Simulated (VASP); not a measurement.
Write the native input for VASP 6.6.1 that does the following.

* Task: single point
* Functional: PBE
* Dispersion: D4
* Potentials or basis: VASP PAW PBE potentials, release 64 (K_sv)
* Cutoff: 500 eV
* k mesh: 7 × 7 × 7
* Occupations: methfessel-paxton, width 0.05 eV
* Spin: collinear spin
* Starting moments: [-0.47] μB
* Dipole correction: no
* Further INCAR settings: ALGO = Normal; EDIFF = 1e-06; NBANDS = 14

The structure of K lies in POSCAR:

```
K
1.0
   -2.6794535516      2.6794535516      2.6794535516
    2.6794535516     -2.6794535516      2.6794535516
    2.6794535516      2.6794535516     -2.6794535516
K
1
Direct
    0.0000000000      0.0000000000      0.0000000000
```

The input as run:

INCAR

```
SYSTEM = K
PREC = Accurate
ENCUT = 500
EDIFF = 1E-6
ISMEAR = 1
SIGMA = 0.05
LREAL = .False.
LASPH = .True.
NELM = 200
ALGO = Normal
ISIF = 2
LWAVE = .False.
LCHARG = .False.
ISPIN = 2
MAGMOM = -0.47
LORBIT = 11
GGA = PE
IVDW = 13
NBANDS = 14
GGA_COMPAT = .False.
```

KPOINTS

```
Automatic mesh
0
Gamma
  7 7 7
  0 0 0
```

Potentials or basis: VASP PAW PBE potentials, release 64 (K_sv).

Launch:

```bash
$ cat potpaw_PBE.64/K_sv/POTCAR > POTCAR
$ mpirun -np 1 vasp_std > vasp.out
```

Results of the run:

```
Pressure                                              : -0.3 GPa
Net moment                                            : 0.04 μB per cell
Valence electrons inside the program's atomic spheres : K 7.54
Dispersion energy per atom                            : -0.066 eV
```

Wall time 60 s on 1 thread of Intel Xeon 8259CL (shared host), peak memory 0.24 GiB.
